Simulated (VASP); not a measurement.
# TaN (Fm-3m) in VASP: further runs, part 2 of 2

VASP 6.6.1. Earlier steps stand in the parts before.

### 3 Relaxation of cell and atoms, PBEsol, target pressure 4 GPa, at which the enthalpy is minimised

This run uses another cell than the first one, of 10.36 Å³/atom, 1.021 times its volume.

File INCAR:

```
SYSTEM = TaN
ALGO     = Normal         ! electronic algorithm
EDIFF    = 1E-7           ! SCF threshold, eV
EDIFFG   = -0.008         ! ionic threshold
ENCUT    = 600            ! plane-wave cutoff, eV
GGA      = PS             ! functional
IBRION   = 2              ! ionic algorithm
ISIF     = 3              ! what is computed and relaxed
ISMEAR   = 0              ! smearing method
LASPH    = .True.         ! aspherical terms in the spheres
LCHARG   = .False.        ! write CHGCAR
LREAL    = .False.        ! projectors in reciprocal space
LWAVE    = .False.        ! write WAVECAR
NELM     = 100            ! most SCF steps
NSW      = 70             ! ionic steps
PREC     = Accurate       ! precision mode
PSTRESS  = 40.0         
SIGMA    = 0.1            ! smearing width, eV
```

File KPOINTS:

```
k-points
0
Gamma
  16 16 16
  0 0 0
```

File POSCAR:

```
TaN
1.0
    0.0000000000      2.1799032686      2.1799032686
    2.1799032686      0.0000000000      2.1799032686
    2.1799032686      2.1799032686      0.0000000000
Ta N
1 1
Direct
    0.5000000000      0.5000000000      0.5000000000
    0.0000000000      0.0000000000      0.0000000000
```

Potentials or basis: VASP PAW PBE potentials, release 64 (Ta_pv, N).

Launch:

```bash
$ cat potpaw_PBE.64/Ta_pv/POTCAR potpaw_PBE.64/N/POTCAR > POTCAR
$ mpirun -np 1 vasp_std > vasp.out
```

OUTCAR:

```text
SYSTEM = TaN
   EDIFF = 1E-7
   EDIFFG = -0.008
   ENCUT = 600
   GGA = PS
   IBRION = 2
   ISIF = 3
   ISMEAR = 0
   LASPH = .True.
   LREAL = .False.
   NELM = 100
   NSW = 70
   PREC = Accurate
   PSTRESS = 40.0

 ion  position               nearest neighbor table
   1  0.500  0.500  0.500-   2 2.18   2 2.18   2 2.18   2 2.18   2 2.18   2 2.18
   2  0.000  0.000  0.000-   1 2.18   1 2.18   1 2.18   1 2.18   1 2.18   1 2.18

  LATTYP: Found a face centered cubic cell.
 ALAT       =     4.3598065372

  Lattice vectors:

 A1 = (   0.0000000000,   2.1799032686,   2.1799032686)
 A2 = (   2.1799032686,   0.0000000000,   2.1799032686)
 A3 = (   2.1799032686,   2.1799032686,   0.0000000000)

Analysis of symmetry for initial positions (statically):
=====================================================================
 Subroutine PRICEL returns:
 Original cell was already a primitive cell.

 Routine SETGRP: Setting up the symmetry group for a
 face centered cubic supercell.

 Subroutine GETGRP returns: Found 48 space group operations
[... 9 lines left out ...]

 Routine SETGRP: Setting up the symmetry group for a
 face centered cubic supercell.

 Subroutine GETGRP returns: Found 48 space group operations
[... 11 lines left out ...]
                                     Primitive cell

  volume of cell :      20.7177

  direct lattice vectors                    reciprocal lattice vectors
[... 145 lines left out ...]
  Total        0.6435838      0.6435838      0.6435838     -0.0000000     -0.0000000      0.0000000
  in kB       49.7707286     49.7707286     49.7707286     -0.0000000     -0.0000000      0.0000000
  external PRESSURE =       9.7707286 kB  Pullay stress =      40.0000000 kB
[... 63 lines left out ...]
--------------------------------------- Ionic step        3  -------------------------------------------

 number of electron      16.0000001 magnetization

 Free energy of the ion-electron system (eV)
  ---------------------------------------------------
  ext. energy  EPLUGINS =         0.00000000
  ---------------------------------------------------
  free energy    TOTEN  =       -23.21042494 eV

  energy without entropy =      -23.20485462  energy(sigma->0) =      -23.20763978

 E-fermi :   9.6340     XC(G=0): -13.7187

 val. band max:        9.6249813509   @ k =  -0.2500   0.3750   0.1250
 cond. band min:       9.6401290074   @ k =  -0.3125   0.3125   0.1250
 fundamental gap:      0.0151476565
 Fermi energy:         9.6340445142

 k-point     1 :       0.0000    0.0000    0.0000
  band No.  band energies     occupation
      1     -26.0153      2.00000
      2     -26.0153      2.00000
      3     -26.0153      2.00000
      4      -9.3588      2.00000
      5       5.7823      2.00000
      6       5.7823      2.00000
      7       5.7823      2.00000
      8       7.4487      2.00000
      9       7.4487      2.00000
     10       7.4487      2.00000
     11       9.6752      0.56063
     12       9.6752      0.56063
[... 331 lines left out ...]
 k-point    24 :      -0.0625    0.0625    0.0000
  band No.  band energies     occupation
      1     -26.1082      2.00000
      2     -26.0396      2.00000
      3     -26.0175      2.00000
      4      -9.0953      2.00000
      5       4.5395      2.00000
      6       4.8508      2.00000
      7       5.2052      2.00000
      8       7.6289      2.00000
      9       7.8682      2.00000
     10       8.1826      2.00000
     11      10.1268      0.00000
     12      11.0124      0.00000

 [... further k-points ...]
[... 5 lines left out ...]
  --------------------------------------------------------------------------------------
  -------------------------------------------------------------------------------------
  Total        0.5194369      0.5194369      0.5194369      0.0000000      0.0000000     -0.0000000
  in kB       40.0665743     40.0665743     40.0665743      0.0000000      0.0000000     -0.0000000
  external PRESSURE =       0.0665743 kB  Pullay stress =      40.0000000 kB
[... 21 lines left out ...]
  energy  without entropy=      -23.2048546199  energy(sigma->0) =      -23.20763978

  enthalpy is  TOTEN    =       -22.6918511445 eV   P V=        0.5185737917

 reached required accuracy - stopping structural energy minimisation
```

OSZICAR:

```text
N       E                     dE             d eps       ncg     rms          rms(c)
DAV:   1     0.959971304621E+02    0.95997E+02   -0.10139E+04  3488   0.158E+03
DAV:   2    -0.218241970746E+02   -0.11782E+03   -0.11163E+03  3984   0.367E+02
[... 23 lines left out ...]
DAV:   1    -0.232133087834E+02   -0.51441E-03   -0.99869E-02  3496   0.420E+00    0.625E-01
DAV:   2    -0.232110295216E+02    0.22793E-02   -0.30143E-03  3728   0.647E-01    0.256E-01
DAV:   3    -0.232104154065E+02    0.61412E-03   -0.18399E-03  3996   0.502E-01    0.440E-02
DAV:   4    -0.232104214575E+02   -0.60511E-05   -0.18247E-05  4200   0.510E-02    0.208E-02
DAV:   5    -0.232104247227E+02   -0.32652E-05   -0.44323E-06  4404   0.216E-02    0.374E-03
DAV:   6    -0.232104249996E+02   -0.27692E-06   -0.17277E-07  3488   0.455E-03    0.153E-03
DAV:   7    -0.232104249362E+02    0.63462E-07   -0.26113E-08  1764   0.166E-03
   3 F= -.22691851E+02 E0= -.22689066E+02  d E =-.162178E-03
```

CONTCAR:

```text
TaN
   1.00000000000000
    -0.0000000000000000    2.1817771373155601    2.1817771373155601
     2.1817771373155601   -0.0000000000000000    2.1817771373155601
     2.1817771373155601    2.1817771373155601   -0.0000000000000000
  Ta              N
     1     1
Direct
     0.5000000000000000    0.5000000000000000    0.5000000000000000
     0.0000000000000000    0.0000000000000000    0.0000000000000000

  0.00000000E+00  0.00000000E+00  0.00000000E+00
  0.00000000E+00  0.00000000E+00  0.00000000E+00
```

It took 47 s on 1 thread of Intel Xeon 6975P-C (Granite Rapids), shared host; peak memory 0.21 GiB.

Results:

```
Free energy                                            : -23.2104 eV
Relaxed volume                                         : 10.39 Å³/atom
Relaxed cell                                           : a = 3.085 Å, b = 3.085 Å, c = 3.085 Å, α = 60.00°, β = 60.00°, γ = 60.00°
Space group after relaxing (to 0.05 Å)                 : Fm-3m (No. 225)
Energy change on relaxing (the enthalpy is what falls) : -0.7 meV/atom
Ionic steps                                            : 3
Pressure after relaxing                                : 4.0 GPa
Band gap on the k mesh                                 : zero (band 8 reaches 11.63 eV, above the bottom of band 9 at 7.45 eV)
```

The path:
```tsv
step	energy change (eV)	largest force (eV/Å)	pressure (GPa)	volume (Å³)
1	0.0000	0.0000	4.98	20.72
2	-0.0039	0.0000	1.58	20.91
3	-0.0015	0.0000	4.01	20.77
```

Final structure:
```cif
data_structure
_symmetry_space_group_name_H-M 'P 1'
_symmetry_Int_Tables_number 1
_cell_length_a 3.0855
_cell_length_b 3.0855
_cell_length_c 3.0855
_cell_angle_alpha 60.000
_cell_angle_beta 60.000
_cell_angle_gamma 60.000
_cell_volume 20.77
loop_
_atom_site_label
_atom_site_type_symbol
_atom_site_fract_x
_atom_site_fract_y
_atom_site_fract_z
_atom_site_occupancy
Ta1 Ta 0.50000 0.50000 0.50000 1
N1 N 0.00000 0.00000 0.00000 1
```

Levels at points of the mesh, in eV from the Fermi level:
```tsv
k point	band 5	band 6	band 7	band 8	band 9	band 10	band 11	band 12
(0.00, 0.00, 0.00)	-3.85	-3.85	-3.85	-2.19	-2.19	-2.19	0.04	0.04
(0.50, 0.00, 0.00)	-10.59	-7.75	-7.75	1.99	1.99	2.09	3.89	7.82
(0.50, 0.50, 0.00)	-6.67	-5.65	-4.66	-4.66	2.18	3.71	3.71	4.83
```

Caveat: the cell is relaxed towards a set pressure, so the enthalpy falls and the energy may rise; the PAW data sets were made with another functional, which shifts forces and pressure a little; spin-orbit coupling is left out, which moves the levels of the heavy elements.

### 4 Relaxation of cell and atoms, PBEsol, target pressure 1 GPa, at which the enthalpy is minimised

This run uses another cell than the first one, of 10.37 Å³/atom, 1.022 times its volume.

File INCAR:

```
SYSTEM = TaN
PREC     = Accurate       ! precision mode
ENCUT    = 600            ! plane-wave cutoff, eV
EDIFF    = 1E-6           ! SCF threshold, eV
ISMEAR   = 0              ! smearing method
SIGMA    = 0.1            ! smearing width, eV
LREAL    = .False.        ! projectors in reciprocal space
LASPH    = .True.         ! aspherical terms in the spheres
NELM     = 80             ! most SCF steps
ALGO     = Normal         ! electronic algorithm
ISIF     = 3              ! what is computed and relaxed
LWAVE    = .False.        ! write WAVECAR
LCHARG   = .False.        ! write CHGCAR
GGA      = PS             ! functional
IBRION   = 2              ! ionic algorithm
NSW      = 70             ! ionic steps
EDIFFG   = -0.008         ! ionic threshold
PSTRESS  = 10.0
```

File KPOINTS:

```
Automatic mesh
0
Gamma
  16 16 16
  0 0 0
```

File POSCAR:

```
TaN
1.0
    0.0000000000      2.1809420635      2.1809420635
    2.1809420635      0.0000000000      2.1809420635
    2.1809420635      2.1809420635      0.0000000000
Ta N
1 1
Direct
    0.5000000000      0.5000000000      0.5000000000
    0.0000000000      0.0000000000      0.0000000000
```

Potentials or basis: VASP PAW PBE potentials, release 64 (Ta_pv, N).

Launch:

```bash
$ cat potpaw_PBE.64/Ta_pv/POTCAR potpaw_PBE.64/N/POTCAR > POTCAR
$ mpirun -np 1 vasp_std > vasp.out
```

OUTCAR:

```text
SYSTEM = TaN
   PREC = Accurate
   ENCUT = 600
   EDIFF = 1E-6
   ISMEAR = 0
   LREAL = .False.
   LASPH = .True.
   NELM = 80
   ISIF = 3
   GGA = PS
   IBRION = 2
   NSW = 70
   EDIFFG = -0.008
   PSTRESS = 10.0

 ion  position               nearest neighbor table
   1  0.500  0.500  0.500-   2 2.18   2 2.18   2 2.18   2 2.18   2 2.18   2 2.18
   2  0.000  0.000  0.000-   1 2.18   1 2.18   1 2.18   1 2.18   1 2.18   1 2.18

  LATTYP: Found a face centered cubic cell.
 ALAT       =     4.3618841270

  Lattice vectors:

 A1 = (   0.0000000000,   2.1809420635,   2.1809420635)
 A2 = (   2.1809420635,   0.0000000000,   2.1809420635)
 A3 = (   2.1809420635,   2.1809420635,   0.0000000000)

Analysis of symmetry for initial positions (statically):
=====================================================================
 Subroutine PRICEL returns:
 Original cell was already a primitive cell.

 Routine SETGRP: Setting up the symmetry group for a
 face centered cubic supercell.

 Subroutine GETGRP returns: Found 48 space group operations
[... 9 lines left out ...]

 Routine SETGRP: Setting up the symmetry group for a
 face centered cubic supercell.

 Subroutine GETGRP returns: Found 48 space group operations
[... 11 lines left out ...]
                                     Primitive cell

  volume of cell :      20.7473

  direct lattice vectors                    reciprocal lattice vectors
[... 145 lines left out ...]
  Total        0.5735945      0.5735945      0.5735945      0.0000000      0.0000000      0.0000000
  in kB       44.2948470     44.2948470     44.2948470      0.0000000      0.0000000      0.0000000
  external PRESSURE =      34.2948470 kB  Pullay stress =      10.0000000 kB
[... 63 lines left out ...]
--------------------------------------- Ionic step        3  -------------------------------------------

 number of electron      16.0000000 magnetization

 Free energy of the ion-electron system (eV)
  ---------------------------------------------------
  ext. energy  EPLUGINS =         0.00000000
  ---------------------------------------------------
  free energy    TOTEN  =       -23.21311573 eV

  energy without entropy =      -23.20749747  energy(sigma->0) =      -23.21030660

 E-fermi :   9.5402     XC(G=0): -13.6735

 val. band max:        9.5325290788   @ k =  -0.2500   0.3750   0.1250
 cond. band min:       9.5469464845   @ k =  -0.3125   0.3125   0.1250
 fundamental gap:      0.0144174057
 Fermi energy:         9.5401915354

 k-point     1 :       0.0000    0.0000    0.0000
  band No.  band energies     occupation
      1     -26.1249      2.00000
      2     -26.1249      2.00000
      3     -26.1249      2.00000
      4      -9.3846      2.00000
      5       5.7118      2.00000
      6       5.7118      2.00000
      7       5.7118      2.00000
      8       7.3786      2.00000
      9       7.3786      2.00000
     10       7.3786      2.00000
     11       9.5797      0.57592
     12       9.5797      0.57592
[... 331 lines left out ...]
 k-point    24 :      -0.0625    0.0625    0.0000
  band No.  band energies     occupation
      1     -26.2149      2.00000
      2     -26.1485      2.00000
      3     -26.1271      2.00000
      4      -9.1254      2.00000
      5       4.4764      2.00000
      6       4.7907      2.00000
      7       5.1415      2.00000
      8       7.5570      2.00000
      9       7.7928      2.00000
     10       8.1036      2.00000
     11      10.0220      0.00000
     12      10.9022      0.00000

 [... further k-points ...]
[... 5 lines left out ...]
  --------------------------------------------------------------------------------------
  -------------------------------------------------------------------------------------
  Total        0.1314009      0.1314009      0.1314009     -0.0000000     -0.0000000      0.0000000
  in kB       10.0531949     10.0531949     10.0531949     -0.0000000     -0.0000000      0.0000000
  external PRESSURE =       0.0531949 kB  Pullay stress =      10.0000000 kB
[... 21 lines left out ...]
  energy  without entropy=      -23.2074974690  energy(sigma->0) =      -23.21030660

  enthalpy is  TOTEN    =       -23.0824101208 eV   P V=        0.1307056078

 reached required accuracy - stopping structural energy minimisation
```

OSZICAR:

```text
N       E                     dE             d eps       ncg     rms          rms(c)
DAV:   1     0.969962568218E+02    0.96996E+02   -0.10095E+04  3480   0.158E+03
DAV:   2    -0.216178362088E+02   -0.11861E+03   -0.11249E+03  3908   0.370E+02
[... 21 lines left out ...]
DAV:   1    -0.232479977719E+02   -0.43840E-01   -0.11967E+00  3496   0.144E+01    0.213E+00
DAV:   2    -0.232204475751E+02    0.27550E-01   -0.36756E-02  3728   0.225E+00    0.866E-01
DAV:   3    -0.232130337550E+02    0.74138E-02   -0.22149E-02  3984   0.174E+00    0.157E-01
DAV:   4    -0.232130904012E+02   -0.56646E-04   -0.21977E-04  4200   0.178E-01    0.767E-02
DAV:   5    -0.232131145277E+02   -0.24127E-04   -0.54599E-05  4412   0.767E-02    0.129E-02
DAV:   6    -0.232131160063E+02   -0.14786E-05   -0.17898E-06  3532   0.149E-02    0.501E-03
DAV:   7    -0.232131157286E+02    0.27773E-06   -0.31432E-07  1776   0.568E-03
   3 F= -.23082410E+02 E0= -.23079601E+02  d E =-.205439E-02
```

Wall time 45 s (1 thread of Intel Xeon 6975P-C (Granite Rapids), shared host); peak memory 0.21 GiB.

Results:

| Quantity | Value |
| --- | --- |
| Free energy | -23.2131 eV |
| Relaxed volume | 10.47 Å³/atom |
| Relaxed cell | a = 3.094 Å, b = 3.094 Å, c = 3.094 Å, α = 60.00°, β = 60.00°, γ = 60.00° |
| Space group after relaxing (to 0.05 Å) | Fm-3m (No. 225) |
| Energy change on relaxing (the enthalpy is what falls) | -1.6 meV/atom |
| Ionic steps | 3 |
| Pressure after relaxing | 1.0 GPa |
| Band gap on the k mesh | zero (band 8 reaches 11.51 eV, above the bottom of band 9 at 7.38 eV) |

Step by step:
| step | energy change (eV) | largest force (eV/Å) | pressure (GPa) | volume (Å³) |
| --- | --- | --- | --- | --- |
| 1 | 0.0000 | 0.0000 | 4.43 | 20.75 |
| 2 | 0.0057 | 0.0000 | -6.75 | 21.42 |
| 3 | -0.0033 | 0.0000 | 1.01 | 20.94 |

Final structure:
```
Ta N
1.0
     0.00000    2.18772    2.18772
     2.18772    0.00000    2.18772
     2.18772    2.18772    0.00000
Ta N
1 1
Direct
  0.50000 0.50000 0.50000
  0.00000 0.00000 0.00000
```

Caveat: the cell is relaxed towards a set pressure, so the enthalpy falls and the energy may rise; the PAW data sets were made with another functional, which shifts forces and pressure a little; spin-orbit coupling is left out, which moves the levels of the heavy elements. Zero-point motion and thermal expansion aren't in these numbers.

### 5 Summary

| cell | gap on the mesh (eV) | pressure (GPa) |
| --- | --- | --- |
| relaxed to 12 GPa from a = 3.062 Å, angles 60.0°, 2 atoms | none | 12.0 |
| relaxed to 4 GPa from a = 3.083 Å, angles 60.0°, 2 atoms | none | 4.0 |
| relaxed to 1 GPa from a = 3.084 Å, angles 60.0°, 2 atoms | none | 1.0 |

Alike in all rows: task relaxation of cell and atoms; level PBEsol; potentials or basis VASP PAW PBE potentials, release 64 (Ta_pv, N); no spin polarisation; k mesh 16 × 16 × 16; cutoff (eV) 600; smearing gaussian 0.1 eV.

Caveats: the cell is relaxed towards a set pressure, so the enthalpy falls and the energy may rise; the PAW data sets were made with another functional, which shifts forces and pressure a little; spin-orbit coupling is left out, which moves the levels of the heavy elements.

Total energies depend on the potentials used, so only differences within one code and one set of settings carry meaning.
